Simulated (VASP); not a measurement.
## Hf: relaxation of shape and atoms at fixed volume with PBE

Crystal: Hf.

```
Hf
1.0
     3.26767    0.00000    0.00000
    -1.63384    2.82989    0.00000
     0.00000    0.00000    5.16708
Hf
2
Direct
  0.33333 0.66667 0.25000
  0.66667 0.33333 0.75000
```

This cell differs from its parent crystal: volume scaled by 1.06.

```
Program                : VASP 6.6.1
Task                   : relaxation of shape and atoms at fixed volume
Functional             : PBE
Potentials or basis    : VASP PAW PBE potentials, release 64 (Hf_pv)
Cutoff                 : 600 eV
k mesh                 : 15 × 15 × 8
Occupations            : gaussian, width 0.1 eV
Spin                   : no spin polarisation
Dipole correction      : no
Further INCAR settings : ALGO = Fast; EDIFF = 1e-07; IBRION = 2; EDIFFG = -0.01; NSW = 50; ISIF = 4
```

| Property | Result |
| --- | --- |
| Energy gained by relaxing | 0.0 meV/atom |
| Ionic steps | 2 |
| Pressure after relaxing | -6.1 GPa |
| Band gap on the k mesh | zero (band 10 reaches 5.63 eV, above the bottom of band 11 at 4.07 eV) |

Final structure:
```xyz
2
Lattice="3.2692 0.0000 0.0000 -1.6346 2.8312 0.0000 0.0000 0.0000 5.1621" Properties=species:S:1:pos:R:3 pbc="T T T"
Hf    0.0000    1.8875    1.2905
Hf    1.6346    0.9438    3.8716
```

Levels at points of the mesh, in eV from the Fermi level:
```
           k point  band 8  band 9  band 10  band 11  band 12  band 13
(0.00, 0.00, 0.00)   -3.52    0.43     1.14     1.14     1.41     1.89
(0.00, 0.00, 0.50)   -5.30    0.16     0.16     1.03     1.03     1.03
```

Run time: 94 s on 1 thread of Intel(R) Xeon(R) Platinum 8559C (Emerald Rapids), with other jobs on the host, peak memory 0.25 GiB.

Caveat: spin-orbit coupling is left out, which moves the levels of the heavy elements.
